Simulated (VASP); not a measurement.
# SrTiO3 (Pm-3m) in VASP: further runs

SrTiO3 is run at these levels: LDA; tasks: single point.

Everything below comes from runs of VASP 6.6.1. Logs are shortened: lines on timing, memory, paths and dates and some standing lists are left out, and cuts for length are marked.

## 1. The cell of the first run

Symmetry: Pm-3m, No. 221, cubic system. Conventional cell: a = 3.855 Å, b = 3.855 Å, c = 3.855 Å, α = 90.00°, β = 90.00°, γ = 90.00°. Within 3.6 Å of Sr (site symmetry m-3m) lie 12 O at 2.73 Å and 8 Ti at 3.34 Å. Ti (site symmetry m-3m) has 6 O at 1.93 Å within 2.6 Å. O (site symmetry 4/mmm) has 2 Ti at 1.93 Å within 2.6 Å.

## 2. Single point, LDA

The input, INCAR:

```
SYSTEM = SrTiO3
PREC = Accurate ; ENCUT = 910
EDIFF = 1E-6 ; ISMEAR = 0
SIGMA = 0.02 ; LREAL = .FALSE.
LASPH = .TRUE. ; NELM = 120
ALGO = Normal ; ISIF = 2
LWAVE = .FALSE. ; LCHARG = .FALSE.
NBANDS = 28 ; GGA_COMPAT = .FALSE.
```

The input, KPOINTS:

```
Automatic mesh
0
G
  8 8 8
  0 0 0
```

The input, POSCAR:

```
SrTiO3
1.0
    3.8547562035      0.0000000000      0.0000000000
    0.0000000000      3.8547562035      0.0000000000
    0.0000000000      0.0000000000      3.8547562035
Sr Ti O
1 1 3
Direct
    0.0000000000      0.0000000000      0.0000000000
    0.5000000000      0.5000000000      0.5000000000
    0.5000000000      0.0000000000      0.5000000000
    0.5000000000      0.5000000000      0.0000000000
    0.0000000000      0.5000000000      0.5000000000
```

Potentials or basis: VASP PAW LDA potentials, release 64 (Sr_sv, Ti_sv, O_h).

Command:

```sh
cat potpaw_LDA.64/Sr_sv/POTCAR potpaw_LDA.64/Ti_sv/POTCAR potpaw_LDA.64/O_h/POTCAR > POTCAR
mpirun -np 1 vasp_std > vasp.out
```

OUTCAR:

```text
SYSTEM = SrTiO3
   PREC = Accurate
   ENCUT = 910
   EDIFF = 1E-6
   ISMEAR = 0
   LREAL = .FALSE.
   LASPH = .TRUE.
   NELM = 120
   ISIF = 2

 ion  position               nearest neighbor table
   1  0.000  0.000  0.000-   3 2.73   4 2.73   5 2.73   3 2.73   5 2.73   4 2.73   5 2.73   5 2.73
                             3 2.73   4 2.73   3 2.73   4 2.73   2 3.34   2 3.34   2 3.34   2 3.34
   2  0.500  0.500  0.500-   3 1.93   4 1.93   5 1.93   4 1.93   3 1.93   5 1.93   1 3.34   1 3.34
                             1 3.34   1 3.34   1 3.34   1 3.34   1 3.34   1 3.34
   3  0.500  0.000  0.500-   2 1.93   2 1.93   1 2.73   1 2.73   1 2.73   1 2.73
   4  0.500  0.500  0.000-   2 1.93   2 1.93   1 2.73   1 2.73   1 2.73   1 2.73
   5  0.000  0.500  0.500-   2 1.93   2 1.93   1 2.73   1 2.73   1 2.73   1 2.73

  LATTYP: Found a simple cubic cell.
 ALAT       =     3.8547562035

  Lattice vectors:

 A1 = (   3.8547562035,   0.0000000000,   0.0000000000)
 A2 = (   0.0000000000,   3.8547562035,   0.0000000000)
 A3 = (   0.0000000000,   0.0000000000,   3.8547562035)

Analysis of symmetry for initial positions (statically):
=====================================================================
 Subroutine PRICEL returns:
 Original cell was already a primitive cell.

 Routine SETGRP: Setting up the symmetry group for a
 simple cubic supercell.

 Subroutine GETGRP returns: Found 48 space group operations
 (whereof 48 operations were pure point group operations)
 out of a pool of 48 trial point group operations.

The static configuration has the point symmetry O_h .

Analysis of symmetry for dynamics (positions and initial velocities):
=====================================================================
 Subroutine PRICEL returns:
 Original cell was already a primitive cell.

 Routine SETGRP: Setting up the symmetry group for a
 simple cubic supercell.

 Subroutine GETGRP returns: Found 48 space group operations
 (whereof 48 operations were pure point group operations)
 out of a pool of 48 trial point group operations.

The dynamic configuration has the point symmetry O_h .

 Subroutine INISYM returns: Found 48 space group operations
 (whereof 48 operations are pure point group operations),
 and found     1 'primitive' translations

----------------------------------------------------------------------------------------

                                     Primitive cell

  volume of cell :      57.2784

  direct lattice vectors                    reciprocal lattice vectors
     3.854756204  0.000000000  0.000000000     0.259419778  0.000000000  0.000000000
     0.000000000  3.854756204  0.000000000     0.000000000  0.259419778  0.000000000
     0.000000000  0.000000000  3.854756204     0.000000000  0.000000000  0.259419778

  length of vectors
     3.854756204  3.854756204  3.854756204     0.259419778  0.259419778  0.259419778

  position of ions in fractional coordinates (direct lattice)
     0.000000000  0.000000000  0.000000000
     0.500000000  0.500000000  0.500000000
     0.500000000  0.000000000  0.500000000
     0.500000000  0.500000000  0.000000000
     0.000000000  0.500000000  0.500000000

  ion indices of the primitive-cell ions
   primitive index   ion index
                 1           1
                 2           2
                 3           3
                 4           4
                 5           5

----------------------------------------------------------------------------------------

 KPOINTS: Automatic mesh

Automatic generation of k-mesh.
 Grid dimensions read from file:
 generate k-points for:    8    8    8

 Generating k-lattice:

  Cartesian coordinates                     Fractional coordinates (reciprocal lattice)
     0.032427472  0.000000000  0.000000000     0.125000000  0.000000000  0.000000000
     0.000000000  0.032427472  0.000000000     0.000000000  0.125000000  0.000000000
     0.000000000  0.000000000  0.032427472     0.000000000  0.000000000  0.125000000

  Length of vectors
     0.032427472  0.032427472  0.032427472

  Shift w.r.t. Gamma in fractional coordinates (k-lattice)
     0.000000000  0.000000000  0.000000000

 Subroutine IBZKPT returns following result:
 ===========================================

 Found     35 irreducible k-points:

 Following reciprocal coordinates:
            Coordinates               Weight
  0.000000  0.000000  0.000000      1.000000
  0.125000  0.000000  0.000000      6.000000
  0.250000  0.000000  0.000000      6.000000
  0.375000  0.000000  0.000000      6.000000
  0.500000  0.000000  0.000000      3.000000
  0.125000  0.125000  0.000000     12.000000
[... 16 lines left out ...]
  0.375000  0.375000  0.125000     24.000000
  0.500000  0.375000  0.125000     24.000000
 [... further k-points ...]
   k-points           NKPTS =     35   k-points in BZ     NKDIM =     35   number of bands    NBANDS=     28
   number of dos      NEDOS =    301   number of ions     NIONS =      5
   total plane-waves  NPLWV =  64000
   dimension x,y,z NGX =    40 NGY =   40 NGZ =   40
   dimension x,y,z NGXF=    80 NGYF=   80 NGZF=   80
   ions per type =               1   1   3
   NGX,Y,Z   is equivalent  to a cutoff of  17.25, 17.25, 17.25 a.u.
   NGXF,Y,Z  is equivalent  to a cutoff of  34.50, 34.50, 34.50 a.u.
 SYSTEM =  SrTiO3
   PREC   = accura    normal or accurate (medium, high low for compatibility)
   ISTART =      0    job   : 0-new  1-cont  2-samecut
   ICHARG =      2    charge: 1-file 2-atom 10-const
   ISPIN  =      1    spin polarized calculation?
   LNONCOLLINEAR =      F non collinear calculations
   LSORBIT =      F    spin-orbit coupling
   LASPH  =      T    aspherical Exc in radial PAW
   ENCUT  =  910.0 eV  66.88 Ry    8.18 a.u.   9.48  9.48  9.48*2*pi/ulx,y,z
   NELM   =    120;   NELMIN=  2; NELMDL= -5     # of ELM steps
   EDIFF  = 0.1E-05   stopping-criterion for ELM
   LREAL  =      F    real-space projection
   EDIFFG = 0.1E-04   stopping-criterion for IOM
   NSW    =      0    number of steps for IOM
   IBRION =     -1    ionic relax: 0-MD 1-quasi-New 2-CG
   NFREE  =      0    steps in history (QN), initial steepest desc. (CG)
   ISIF   =      2    stress and relaxation
   ISYM   =      2    0-nonsym 1-usesym 2-fastsym
   POTIM  = 0.5000    time-step for ionic-motion
   TEBEG  =    0.0;   TEEND  =   0.0 temperature during run
   PSTRESS=    0.0 pullay stress
   NELECT =      40.0000    total number of electrons
   NUPDOWN=      -1.0000    fix difference up-down
   EMIN   =  10.00;   EMAX   =-10.00  energy-range for DOS
   EFERMI =   0.00;   METHOD = LEGACY
   ISMEAR =     0;   SIGMA  =   0.02  broadening in eV -4-tet -1-fermi 0-gaus
   EFERMI_NEDOS =   21; number of points for ismear=-14 and -15
   IALGO  =     38    algorithm
   IMIX   =      4    mixing-type and parameters
     AMIX     =   0.40;   BMIX     =  1.00
     AMIX_MAG =   1.60;   BMIX_MAG =  1.00
  volume/ion in A,a.u.               =      11.46        77.31
  Fermi-wavevector in a.u.,A,eV,Ry     =   1.452439  2.744712 28.702567  2.109579
  Thomas-Fermi vector in A             =   2.569821
   LORBIT       =      0    0 simple, 1 ext, 2 COOP (PROOUT), +10 PAW based schemes
   GGA     = CA    functional components
   LHFCALC =     F    Hartree Fock is set to
   AEXX    =    0.0000 exact exchange contribution
   IVDW    =     0    specifies the selected vdW correction
   LEPSILON=     F    determine dielectric tensor
   LRPA    =     F    only Hartree local field effects (RPA)
 non-spin polarized calculation
 Gauss-broadening in eV      SIGMA  =   0.02
  energy-cutoff  :      910.00
  volume of cell :       57.28
 maximum number of plane-waves:      3608
 NGX is ok and might be reduce to    40
   NGX = 19   NGY = 19   NGZ = 19

 number of electron      40.0000007 magnetization

 Free energy of the ion-electron system (eV)
  ---------------------------------------------------
  ext. energy  EPLUGINS =         0.00000000
  ---------------------------------------------------
  free energy    TOTEN  =       -44.20234617 eV

  energy without entropy =      -44.20234617  energy(sigma->0) =      -44.20234617

 E-fermi :   4.7662     XC(G=0): -12.0043

 val. band max:        4.6101912089   @ k =   0.5000   0.5000   0.5000
 cond. band min:       6.4308442055   @ k =   0.0000   0.0000   0.0000
 fundamental gap:      1.8206529966
 Fermi energy:         4.7662499855

 k-point     1 :       0.0000    0.0000    0.0000
  band No.  band energies     occupation
      1     -50.9558      2.00000
      2     -27.7675      2.00000
      3     -27.6357      2.00000
      4     -27.6357      2.00000
      5     -27.6357      2.00000
      6     -12.6597      2.00000
[... 20 lines left out ...]
     27       9.8823      0.00000
     28      10.9583      0.00000

 k-point     2 :       0.1250    0.0000    0.0000
  band No.  band energies     occupation
      1     -50.9555      2.00000
      2     -27.7847      2.00000
      3     -27.6351      2.00000
      4     -27.6351      2.00000
      5     -27.6268      2.00000
      6     -12.6738      2.00000
[... 20 lines left out ...]
     27      10.1724      0.00000
     28      11.3394      0.00000

 k-point     3 :       0.2500    0.0000    0.0000
  band No.  band energies     occupation
      1     -50.9548      2.00000
      2     -27.8223      2.00000
      3     -27.6338      2.00000
      4     -27.6338      2.00000
      5     -27.6090      2.00000
      6     -12.7671      2.00000
[... 20 lines left out ...]
     27      10.9142      0.00000
     28      12.3663      0.00000

 k-point     4 :       0.3750    0.0000    0.0000
  band No.  band energies     occupation
      1     -50.9541      2.00000
      2     -27.8570      2.00000
      3     -27.6324      2.00000
      4     -27.6324      2.00000
      5     -27.5938      2.00000
      6     -12.9023      2.00000
[... 578 lines left out ...]
     27      12.8289      0.00000
     28      13.1773      0.00000

 k-point    23 :       0.3750    0.3750    0.1250
  band No.  band energies     occupation
      1     -50.9521      2.00000
      2     -27.7777      2.00000
      3     -27.7075      2.00000
      4     -27.6496      2.00000
      5     -27.6382      2.00000
      6     -12.2470      2.00000
[... 20 lines left out ...]
     27      12.9303      0.00000
     28      13.3817      0.00000

 k-point    24 :       0.5000    0.3750    0.1250
  band No.  band energies     occupation
      1     -50.9518      2.00000
      2     -27.7666      2.00000
      3     -27.7070      2.00000
      4     -27.6660      2.00000
      5     -27.6416      2.00000
      6     -12.1503      2.00000
[... 20 lines left out ...]
     27      13.1631      0.00000
     28      13.5020      0.00000

 [... further k-points ...]

------------------------ aborting loop because EDIFF is reached ----------------------------------------

  FORCE on cell =-STRESS in cart. coord.  units (eV):
  Direction    XX          YY          ZZ          XY          YZ          ZX
  --------------------------------------------------------------------------------------
  -------------------------------------------------------------------------------------
  Total        0.2461146      0.2461146      0.2461146      0.0000000     -0.0000000      0.0000000
  in kB        6.8842581      6.8842581      6.8842581      0.0000000     -0.0000000      0.0000000
  external PRESSURE =       6.8842581 kB  Pullay stress =       0.0000000 kB

 VOLUME and BASIS-vectors are now :
 -----------------------------------------------------------------------------
  energy-cutoff  :      910.00
  volume of cell :       57.28
      direct lattice vectors                 reciprocal lattice vectors
     3.854756204  0.000000000  0.000000000     0.259419778  0.000000000  0.000000000
     0.000000000  3.854756204  0.000000000     0.000000000  0.259419778  0.000000000
     0.000000000  0.000000000  3.854756204     0.000000000  0.000000000  0.259419778

 POSITION                                       TOTAL-FORCE (eV/Angst)
 -----------------------------------------------------------------------------------
      0.00000      0.00000      0.00000         0.000000      0.000000      0.000000
      1.92738      1.92738      1.92738         0.000000      0.000000      0.000000
      1.92738      0.00000      1.92738         0.000000      0.000000      0.000000
      1.92738      1.92738      0.00000         0.000000      0.000000      0.000000
      0.00000      1.92738      1.92738         0.000000      0.000000      0.000000
 -----------------------------------------------------------------------------------
    total drift:                                0.000000      0.000000     -0.000000

  FREE ENERGIE OF THE ION-ELECTRON SYSTEM (eV)
  ---------------------------------------------------
  free  energy   TOTEN  =       -44.2023461679 eV

  energy  without entropy=      -44.2023461679  energy(sigma->0) =      -44.20234617
```

It took 1.7 min on 1 thread of Intel Xeon Platinum 8488C (Sapphire Rapids), shared host; peak memory 0.28 GiB.

Results:

```yaml
Free_energy: -44.2023 eV
Pressure: 0.7 GPa
Band_gap_on_the_k_mesh: 1.82 eV (least direct gap 2.15 eV)
```

Caveat: the cutoff is under 1.25 times the usual one of these potentials, so pressure, stress and relaxed cells hold a basis-set (Pulay) error.

## 3. Single point, LDA

The input, INCAR:

```
  PREC = Accurate
  ENCUT = 910
  EDIFF = 1E-6
  ISMEAR = 0
  SIGMA = 0.1
  LREAL = False
  LASPH = True
  NELM = 120
  ALGO = Normal
  ISIF = 2
  LWAVE = False
  LCHARG = False
  GGA = CA
  NBANDS = 28
  GGA_COMPAT = False
```

The input, KPOINTS:

```
Automatic mesh
0
Gamma
  6 6 6
```

POSCAR: that of step 2 with these lines changed.

```diff
@@ -2,5 +2,5 @@
 1.0
-    3.8547562035      0.0000000000      0.0000000000
-    0.0000000000      3.8547562035      0.0000000000
-    0.0000000000      0.0000000000      3.8547562035
+    3.8545763383      0.0000000000      0.0000000000
+    0.0000000000      3.8545763383      0.0000000000
+    0.0000000000      0.0000000000      3.8545763383
 Sr Ti O
```

Potentials or basis: VASP PAW LDA potentials, release 64 (Sr_sv, Ti_sv, O_h).

Command:

```sh
cat potpaw_LDA.64/Sr_sv/POTCAR potpaw_LDA.64/Ti_sv/POTCAR potpaw_LDA.64/O_h/POTCAR > POTCAR
mpirun -np 1 vasp_std > vasp.out
```

Run time: 1.8 min. Hardware: 1 thread of Intel Xeon Platinum 8259CL at 2.50GHz (Skylake/Cascade Lake), shared host; peak memory 0.25 GiB.

It converged, with:

- Free energy: -44.2016 eV
- Pressure: 0.7 GPa
- Band gap on the k mesh: 1.82 eV (least direct gap 2.15 eV)

Levels at points of the mesh, in eV from the valence-band top:
```
           k point  band 17  band 18  band 19  band 20  band 21  band 22  band 23  band 24
(0.00, 0.00, 0.00)    -1.26    -0.33    -0.33    -0.33     1.82     1.82     1.82     4.61
(0.50, 0.00, 0.00)    -2.50    -2.17    -0.73    -0.73     2.02     3.95     3.95     4.65
(0.50, 0.50, 0.00)    -1.70    -1.62    -1.62    -0.10     3.96     3.96     4.41     5.68
(0.50, 0.50, 0.50)    -3.89     0.00     0.00     0.00     4.68     4.68     4.68     7.00
```

Caveat: the cutoff is under 1.25 times the usual one of these potentials, so pressure, stress and relaxed cells hold a basis-set (Pulay) error. A k mesh can miss the band edges.
